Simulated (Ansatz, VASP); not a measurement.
# AlNi: VASP beside Ansatz

INCAR

```
SYSTEM = AlNi
PREC = Accurate
ENCUT = 520
EDIFF = 1E-6
ISMEAR = 0
SIGMA = 0.15
LREAL = .FALSE.
LASPH = .TRUE.
NELM = 100
ALGO = Normal
ISIF = 2
LWAVE = .FALSE.
LCHARG = .FALSE.
GGA = PE
NBANDS = 14
```

KPOINTS

```
regular mesh
0
G
  16 16 16
  0 0 0
```

The input POSCAR:

```
AlNi
1.0
    2.8444152934      0.0000000000      0.0000000000
    0.0000000000      2.8444152934      0.0000000000
    0.0000000000      0.0000000000      2.8444152934
Al Ni
1 1
Direct
    0.0000000000      0.0000000000     -0.0276555959
    0.5000000000      0.5000000000      0.5127133634
```

Input for Ansatz:

```yaml
crystal:
  lattice:
    - [2.8444152934, 0.0, 0.0]
    - [0.0, 2.8444152934, 0.0]
    - [0.0, 0.0, 2.8444152934]
  atoms:
    - { symbol: Al, position: [0.0, 0.0, -0.0276555959] }
    - { symbol: Ni, position: [0.5, 0.5, 0.5127133634] }
basis:
  ecutwfc: 520.0
kpoints:
  mp_grid: { grid: [16, 16, 16] }
hamiltonian:
  xc: pbe
  pseudopotentials: { kind: paw, azcp: { folder: soft_1 } }
scf:
  occupations: { method: gaussian, width: 0.15 }
output:
  forces: true
  stress: true
  eigenvalues: true
```

Change from the starting cell: mode 6 frozen in at -0.080 Å, equal normal strain along x, y and z -0.0167.

Alike in both runs: task single point; functional PBE; k mesh 16 × 16 × 16; occupations gaussian, width 0.15 eV; no spin polarisation.

```csv
,VASP,Ansatz
version,VASP 6.6.1,Ansatz 0.2.0
potentials or method,"VASP PAW PBE potentials, release 64 (Al, Ni), cutoff 520 eV","scalar-relativistic, plane waves, PAW"
valence electrons in the cell,13,21
```

```tsv
	VASP	Ansatz	Ansatz less VASP
gap on the k mesh at the Fermi level (eV)	none	none	-
pressure (GPa)	10.0	9.9	-0.07
traceless stress, the component that is largest in VASP (GPa)	-0.58	-0.57	+0.009
rms of the force components (eV/Å)	0.460	0.457	-0.0029
```

Atom by atom the forces differ by 0.003 eV/Å (rms over components). A gap of «none» marks a metal or a gap that the smearing closes. VASP's potentials hold 13 valence electrons a cell and Ansatz's 21, so a difference there can come from the potentials and not from the codes.
